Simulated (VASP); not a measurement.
Crystal: S.

```
CELL_PARAMETERS angstrom
1.63850 0.94599 0.86133
-1.63850 0.94599 0.86133
0.00000 -1.89198 0.86133
ATOMIC_POSITIONS crystal
S 0.00000 0.00000 0.00000
```

Base run:

```yaml
Program: VASP 6.6.1
Functional: PBEsol
Potentials_or_basis: VASP PAW PBE potentials, release 64 (S)
Cutoff: 500 eV
k_mesh: 12 × 12 × 12
Occupations: methfessel-paxton, width 0.02 eV
Spin: no spin polarisation
```

Its results: band gap on the k mesh zero (bands 3 and 4 overlap by 15.05 eV); pressure 204.1 GPa.

Task: The run is repeated on the same cell with these changes: functional from PBEsol to r2SCAN; cutoff from 500 eV to 550 eV. What comes out?

Result: Band gap on the k mesh zero (bands 3 and 4 overlap by 15.48 eV); pressure 215.8 GPa.

Caveats: the cell stands under pressure; the PAW data sets were made with another functional, which shifts forces and pressure a little.
